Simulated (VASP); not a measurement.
Runs of VASP 6.6.1 on Ta. The structure is that of space group Fd-3m (No. 227), or close to it. The cells are those of the table. 

```tsv
cell	k mesh	gap on the mesh (eV)	pressure (GPa)
a = 4.286 Å, angles 60.0°, 2 atoms	10 × 10 × 10	none	3.0
a = 4.345 Å, angles 60.0°, 2 atoms	10 × 10 × 10	none	0.1
a = 4.226 Å, angles 60.0°, 2 atoms	10 × 10 × 10	none	6.5
a = 4.164 Å, angles 60.0°, 2 atoms	10 × 10 × 10	none	10.7
a = 4.458 Å, angles 60.0°, 2 atoms	10 × 10 × 10	none	-4.5
a = 4.512 Å, angles 60.0°, 2 atoms	10 × 10 × 10	none	(b)
a = 4.345 Å, angles 60.0°, 2 atoms	9 × 9 × 9	none	0.1
a = 4.402 Å, angles 60.0°, 2 atoms	10 × 10 × 10	none	(a)
```

Alike in all rows: task single point; level revPBE; potentials or basis VASP PAW PBE potentials, release 64 (Ta_pv); no spin polarisation; cutoff (eV) 520; smearing fermi-dirac 0.1 eV.

Problem. Estimate the missing entries.

Solution. (a) -2.4; (b) -6.2.

Caveats: the PAW data sets were made with another functional, which shifts forces and pressure a little; spin-orbit coupling is left out, which moves the levels of the heavy elements.

A k mesh can miss the band edges, and the runs leave out spin-orbit coupling on Ta.

A gap of «none» marks levels without a gap at the run's occupations.
